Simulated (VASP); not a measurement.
# C (P6_3/mmc) in VASP: single point with RPBE

Aim: the single point of C with RPBE.

All numbers are computed with VASP 6.6.1; they aren't measurements. Logs are shortened: lines on timing, memory, paths and dates and some standing lists are left out, and cuts for length are marked.

### Step 1. The cell of the first run

It takes space group P6_3/mmc (No. 194, hexagonal). The conventional cell has a = 1.733 Å, b = 1.733 Å, c = 18.707 Å, α = 90.00°, β = 90.00°, γ = 120.00°. C (site symmetry -3m) has 6 C at 1.73 Å within 2.3 Å. Within 2.3 Å of C (site symmetry -6m2) lie 6 C at 1.73 Å.

### Step 2. Single point, RPBE

Contents of INCAR:

```
  ALGO = Normal
  EDIFF = 1E-6
  ENCUT = 520
  GGA = RP
  ISIF = 2
  ISMEAR = -1
  LASPH = True
  LCHARG = False
  LREAL = False
  LWAVE = False
  NBANDS = 16
  NELM = 80
  PREC = Accurate
  SIGMA = 0.1
```

Contents of KPOINTS:

```
k-points
0
Gamma
  27 27 3
```

Contents of POSCAR:

```
C
1.0
    1.7329490525      0.0000000000      0.0000000000
   -0.8664745262      1.5007779030      0.0000000000
    0.0000000000      0.0000000000     18.7070592914
C
4
Direct
    0.0000000000      0.0000000000      1.0000000000
    0.0000000000      0.0000000000      0.5000000000
    0.3333333333      0.6666666667      0.2500000000
    0.6666666667      0.3333333333      0.7500000000
```

Potentials or basis: VASP PAW PBE potentials, release 64 (C).

Started as:

```sh
> cat potpaw_PBE.64/C/POTCAR > POTCAR
> mpirun -np 1 vasp_std > vasp.out
```

OUTCAR:

```text
EDIFF = 1E-6
   ENCUT = 520
   GGA = RP
   ISIF = 2
   ISMEAR = -1
   LASPH = True
   LREAL = False
   NELM = 80
   PREC = Accurate

 ion  position               nearest neighbor table
   1  0.000  0.000  0.000-
   2  0.000  0.000  0.500-
   3  0.333  0.667  0.250-
   4  0.667  0.333  0.750-

  LATTYP: Found a hexagonal cell.
 ALAT       =     1.7329490525
 C/A-ratio  =    10.7949274472

  Lattice vectors:

 A1 = (   1.7329490525,   0.0000000000,   0.0000000000)
 A2 = (  -0.8664745262,   1.5007779030,   0.0000000000)
 A3 = (   0.0000000000,   0.0000000000,  18.7070592914)

Analysis of symmetry for initial positions (statically):
=====================================================================
 Subroutine PRICEL returns:
 Original cell was already a primitive cell.

 Routine SETGRP: Setting up the symmetry group for a
 hexagonal supercell.

 Subroutine GETGRP returns: Found 24 space group operations
 (whereof 12 operations were pure point group operations)
 out of a pool of 24 trial point group operations.

The static configuration has the point symmetry D_3d.
 The point group associated with its full space group is D_6h.

Analysis of symmetry for dynamics (positions and initial velocities):
=====================================================================
 Subroutine PRICEL returns:
 Original cell was already a primitive cell.

 Routine SETGRP: Setting up the symmetry group for a
 hexagonal supercell.

 Subroutine GETGRP returns: Found 24 space group operations
 (whereof 12 operations were pure point group operations)
 out of a pool of 24 trial point group operations.

The dynamic configuration has the point symmetry D_3d.
 The point group associated with its full space group is D_6h.

 Subroutine INISYM returns: Found 24 space group operations
 (whereof 12 operations are pure point group operations),
 and found     1 'primitive' translations

----------------------------------------------------------------------------------------

                                     Primitive cell

  volume of cell :      48.6528

  direct lattice vectors                    reciprocal lattice vectors
     1.732949052  0.000000000  0.000000000     0.577051009  0.333160556  0.000000000
    -0.866474526  1.500777903  0.000000000     0.000000000  0.666321111  0.000000000
     0.000000000  0.000000000 18.707059291     0.000000000  0.000000000  0.053455756

  length of vectors
     1.732949052  1.732949053 18.707059291     0.666321111  0.666321111  0.053455756

  position of ions in fractional coordinates (direct lattice)
     0.000000000  0.000000000  0.000000000
     0.000000000  0.000000000  0.500000000
     0.333333333  0.666666667  0.250000000
     0.666666667  0.333333333  0.750000000

  ion indices of the primitive-cell ions
   primitive index   ion index
                 1           1
                 2           2
                 3           3
                 4           4

----------------------------------------------------------------------------------------

 KPOINTS: k-points

Automatic generation of k-mesh.
 Grid dimensions read from file:
 generate k-points for:   27   27    3

 Generating k-lattice:

  Cartesian coordinates                     Fractional coordinates (reciprocal lattice)
     0.021372260  0.012339280  0.000000000     0.037037037  0.000000000  0.000000000
     0.000000000  0.024678560  0.000000000     0.000000000  0.037037037  0.000000000
     0.000000000  0.000000000  0.017818585     0.000000000  0.000000000  0.333333333

  Length of vectors
     0.024678560  0.024678560  0.017818585

  Shift w.r.t. Gamma in fractional coordinates (k-lattice)
     0.000000000  0.000000000  0.000000000

 Subroutine IBZKPT returns following result:
 ===========================================

 Found    150 irreducible k-points:

 Following reciprocal coordinates:
            Coordinates               Weight
  0.000000  0.000000  0.000000      1.000000
  0.037037  0.000000  0.000000      6.000000
  0.074074  0.000000  0.000000      6.000000
  0.111111  0.000000  0.000000      6.000000
  0.148148  0.000000  0.000000      6.000000
  0.185185  0.000000  0.000000      6.000000
[... 16 lines left out ...]
  0.333333  0.037037  0.000000     12.000000
  0.370370  0.037037  0.000000     12.000000
 [... further k-points ...]
   k-points           NKPTS =    150   k-points in BZ     NKDIM =    150   number of bands    NBANDS=     16
   number of dos      NEDOS =    301   number of ions     NIONS =      4
   total plane-waves  NPLWV =  27440
   dimension x,y,z NGX =    14 NGY =   14 NGZ =  140
   dimension x,y,z NGXF=    28 NGYF=   28 NGZF=  280
   ions per type =               4
   NGX,Y,Z   is equivalent  to a cutoff of  13.43, 13.43, 12.44 a.u.
   NGXF,Y,Z  is equivalent  to a cutoff of  26.86, 26.86, 24.88 a.u.
 SYSTEM =  unknown system
   PREC   = accura    normal or accurate (medium, high low for compatibility)
   ISTART =      0    job   : 0-new  1-cont  2-samecut
   ICHARG =      2    charge: 1-file 2-atom 10-const
   ISPIN  =      1    spin polarized calculation?
   LNONCOLLINEAR =      F non collinear calculations
   LSORBIT =      F    spin-orbit coupling
   LASPH  =      T    aspherical Exc in radial PAW
   ENCUT  =  520.0 eV  38.22 Ry    6.18 a.u.   3.22  3.22 34.78*2*pi/ulx,y,z
   NELM   =     80;   NELMIN=  2; NELMDL= -5     # of ELM steps
   EDIFF  = 0.1E-05   stopping-criterion for ELM
   LREAL  =      F    real-space projection
   EDIFFG = 0.1E-04   stopping-criterion for IOM
   NSW    =      0    number of steps for IOM
   IBRION =     -1    ionic relax: 0-MD 1-quasi-New 2-CG
   NFREE  =      0    steps in history (QN), initial steepest desc. (CG)
   ISIF   =      2    stress and relaxation
   ISYM   =      2    0-nonsym 1-usesym 2-fastsym
   POTIM  = 0.5000    time-step for ionic-motion
   TEBEG  =    0.0;   TEEND  =   0.0 temperature during run
   PSTRESS=    0.0 pullay stress
   NELECT =      16.0000    total number of electrons
   NUPDOWN=      -1.0000    fix difference up-down
   EMIN   =  10.00;   EMAX   =-10.00  energy-range for DOS
   EFERMI =   0.00;   METHOD = LEGACY
   ISMEAR =    -1;   SIGMA  =   0.10  broadening in eV -4-tet -1-fermi 0-gaus
   EFERMI_NEDOS =   21; number of points for ismear=-14 and -15
   IALGO  =     38    algorithm
   IMIX   =      4    mixing-type and parameters
     AMIX     =   0.40;   BMIX     =  1.00
     AMIX_MAG =   1.60;   BMIX_MAG =  1.00
  volume/ion in A,a.u.               =      12.16        82.08
  Fermi-wavevector in a.u.,A,eV,Ry     =   1.130001  2.135393 17.373317  1.276903
  Thomas-Fermi vector in A             =   2.266696
   LORBIT       =      0    0 simple, 1 ext, 2 COOP (PROOUT), +10 PAW based schemes
   GGA     = RP    functional components
   LHFCALC =     F    Hartree Fock is set to
   AEXX    =    0.0000 exact exchange contribution
   IVDW    =     0    specifies the selected vdW correction
   LEPSILON=     F    determine dielectric tensor
   LRPA    =     F    only Hartree local field effects (RPA)
 non-spin polarized calculation
  energy-cutoff  :      520.00
  volume of cell :       48.65
 maximum number of plane-waves:      1359
 NGX is ok and might be reduce to    14
   NGX =  7   NGY =  7   NGZ = 69

 number of electron      16.0000000 magnetization

 Free energy of the ion-electron system (eV)
  ---------------------------------------------------
  ext. energy  EPLUGINS =         0.00000000
  ---------------------------------------------------
  free energy    TOTEN  =       -19.65959801 eV

  energy without entropy =      -19.61021104  energy(sigma->0) =      -19.63490453

 E-fermi :   2.9923     XC(G=0):  -8.3581

 val. band max:        2.9803139539   @ k =   0.3704   0.0370   0.0000
 cond. band min:       2.9963861729   @ k =   0.2593   0.1852   0.3333
 fundamental gap:      0.0160722190
 Fermi energy:         2.9923498331

 k-point     1 :       0.0000    0.0000    0.0000
  band No.  band energies     occupation
      1     -18.0342      2.00000
      2     -18.0290      2.00000
      3     -18.0290      2.00000
      4     -18.0237      2.00000
      5      -5.4113      2.00000
      6      -5.3005      2.00000
[... 8 lines left out ...]
     15      14.0842      0.00000
     16      17.2502      0.00000

 k-point     2 :       0.0370    0.0000    0.0000
  band No.  band energies     occupation
      1     -17.9648      2.00000
      2     -17.9596      2.00000
      3     -17.9596      2.00000
      4     -17.9544      2.00000
      5      -5.3286      2.00000
      6      -5.2181      2.00000
[... 8 lines left out ...]
     15      14.1501      0.00000
     16      17.3261      0.00000

 k-point     3 :       0.0741    0.0000    0.0000
  band No.  band energies     occupation
      1     -17.7569      2.00000
      2     -17.7518      2.00000
      3     -17.7518      2.00000
      4     -17.7466      2.00000
      5      -5.0810      2.00000
      6      -4.9714      2.00000
[... 8 lines left out ...]
     15      14.3341      0.00000
     16      17.5778      0.00000

 k-point     4 :       0.1111    0.0000    0.0000
  band No.  band energies     occupation
      1     -17.4110      2.00000
      2     -17.4059      2.00000
      3     -17.4059      2.00000
      4     -17.4009      2.00000
      5      -4.6700      2.00000
      6      -4.5618      2.00000
[... 8 lines left out ...]
     15      14.5574      0.00000
     16      16.7116      0.00000

 k-point     5 :       0.1481    0.0000    0.0000
  band No.  band energies     occupation
      1     -16.9277      2.00000
      2     -16.9228      2.00000
      3     -16.9228      2.00000
      4     -16.9179      2.00000
      5      -4.0979      2.00000
      6      -3.9919      2.00000
[... 8 lines left out ...]
     15      14.4080      0.00000
     16      15.2403      0.00000

 k-point     6 :       0.1852    0.0000    0.0000
  band No.  band energies     occupation
      1     -16.3083      2.00000
      2     -16.3036      2.00000
      3     -16.3036      2.00000
      4     -16.2990      2.00000
      5      -3.3690      2.00000
      6      -3.2659      2.00000
[... 8 lines left out ...]
     15      13.2573      0.00000
     16      13.5445      0.00000

 k-point     7 :       0.2222    0.0000    0.0000
  band No.  band energies     occupation
      1     -15.5550      2.00000
      2     -15.5507      2.00000
      3     -15.5507      2.00000
      4     -15.5463      2.00000
      5      -2.4894      2.00000
      6      -2.3901      2.00000
[... 8 lines left out ...]
     15      11.7870      0.00000
     16      11.8208      0.00000

 k-point     8 :       0.2593    0.0000    0.0000
  band No.  band energies     occupation
      1     -14.6714      2.00000
      2     -14.6673      2.00000
      3     -14.6673      2.00000
      4     -14.6633      2.00000
      5      -1.4691      2.00000
      6      -1.3746      2.00000
[... 8 lines left out ...]
     15      11.5698      0.00000
     16      12.6741      0.00000

 k-point     9 :       0.2963    0.0000    0.0000
  band No.  band energies     occupation
      1     -13.6632      2.00000
      2     -13.6594      2.00000
      3     -13.6594      2.00000
      4     -13.6556      2.00000
      5      -0.3236      2.00000
      6      -0.2354      2.00000
[... 8 lines left out ...]
     15      12.6054      0.00000
     16      13.8695      0.00000
[... 172 lines left out ...]
 k-point    19 :       0.1852    0.0370    0.0000
  band No.  band energies     occupation
      1     -15.8965      2.00000
      2     -15.8920      2.00000
      3     -15.8920      2.00000
      4     -15.8875      2.00000
      5      -2.8874      2.00000
      6      -2.7863      2.00000
[... 8 lines left out ...]
     15      12.5154      0.00000
     16      12.6794      0.00000

 k-point    20 :       0.2222    0.0370    0.0000
  band No.  band energies     occupation
      1     -15.0776      2.00000
      2     -15.0734      2.00000
      3     -15.0734      2.00000
      4     -15.0691      2.00000
      5      -1.9368      2.00000
      6      -1.8401      2.00000
[... 8 lines left out ...]
     15      11.4579      0.00000
     16      12.1842      0.00000

 k-point    21 :       0.2593    0.0370    0.0000
  band No.  band energies     occupation
      1     -14.1306      2.00000
      2     -14.1267      2.00000
      3     -14.1267      2.00000
      4     -14.1227      2.00000
      5      -0.8527      2.00000
      6      -0.7615      2.00000
[... 8 lines left out ...]
     15      12.0625      0.00000
     16      13.3184      0.00000

 k-point    22 :       0.2963    0.0370    0.0000
  band No.  band energies     occupation
      1     -13.0631      2.00000
      2     -13.0595      2.00000
      3     -13.0595      2.00000
      4     -13.0559      2.00000
      5       0.3449      2.00000
      6       0.4289      2.00000
[... 8 lines left out ...]
     15      13.2146      0.00000
     16      13.6878      0.00000

 k-point    23 :       0.3333    0.0370    0.0000
  band No.  band energies     occupation
      1     -11.8892      2.00000
      2     -11.8860      2.00000
      3     -11.8860      2.00000
      4     -11.8828      2.00000
      5       1.6218      2.00000
      6       1.6964      2.00000
[... 8 lines left out ...]
     15      13.1443      0.00000
     16      13.1628      0.00000

 k-point    24 :       0.3704    0.0370    0.0000
  band No.  band energies     occupation
      1     -10.6372      2.00000
      2     -10.6344      2.00000
      3     -10.6344      2.00000
      4     -10.6317      2.00000
      5       1.7354      1.99999
      6       1.7394      1.99999
[... 8 lines left out ...]
     15      12.7360      0.00000
     16      12.7402      0.00000

 [... further k-points ...]
[... 5 lines left out ...]
  --------------------------------------------------------------------------------------
  -------------------------------------------------------------------------------------
  Total        0.3575364      0.3575364      0.0100332      0.0000000      0.0000000     -0.0000000
  in kB       11.7739764     11.7739764      0.3304002      0.0000000      0.0000000     -0.0000000
  external PRESSURE =       7.9594510 kB  Pullay stress =       0.0000000 kB

 VOLUME and BASIS-vectors are now :
 -----------------------------------------------------------------------------
  energy-cutoff  :      520.00
  volume of cell :       48.65
      direct lattice vectors                 reciprocal lattice vectors
     1.732949052  0.000000000  0.000000000     0.577051009  0.333160556  0.000000000
    -0.866474526  1.500777903  0.000000000     0.000000000  0.666321111  0.000000000
     0.000000000  0.000000000 18.707059291     0.000000000  0.000000000  0.053455756

 POSITION                                       TOTAL-FORCE (eV/Angst)
 -----------------------------------------------------------------------------------
      0.00000      0.00000      0.00000        -0.000000     -0.000000     -0.000000
      0.00000      0.00000      9.35353        -0.000000     -0.000000     -0.000000
     -0.00000      1.00052      4.67676         0.000000      0.000000      0.000000
      0.86647      0.50026     14.03029         0.000000      0.000000     -0.000000
 -----------------------------------------------------------------------------------
    total drift:                                0.000000     -0.000000      0.000000

  FREE ENERGIE OF THE ION-ELECTRON SYSTEM (eV)
  ---------------------------------------------------
  free  energy   TOTEN  =       -19.6595980136 eV

  energy  without entropy=      -19.6102110403  energy(sigma->0) =      -19.63490453
```

Wall time 55 s (1 thread of AMD EPYC 9R14 (Zen 4), shared host); peak memory 0.19 GiB.

Results:

```yaml
Free_energy: -19.6596 eV
Pressure: 0.8 GPa
Band_gap_on_the_k_mesh: zero (band 8 reaches 3.66 eV, above the bottom of band 9 at 2.68 eV)
```

Stress tensor (GPa, compression positive):
```
1.18 0.00 0.00
0.00 1.18 0.00
0.00 0.00 0.03
```

Levels at points of the mesh, in eV from the Fermi level:
```csv
k point,band 4,band 5,band 6,band 7,band 8,band 9,band 10,band 11,band 12,band 13
"(0.00, 0.00, 0.00)",-21.02,-8.40,-8.29,-8.29,-8.18,2.76,3.75,3.75,5.55,8.13
```

Caveat: the PAW data sets were made with another functional, which shifts forces and pressure a little; this functional lacks dispersion, which binds the layers, so the pressure and a relaxed spacing across them are unreliable.
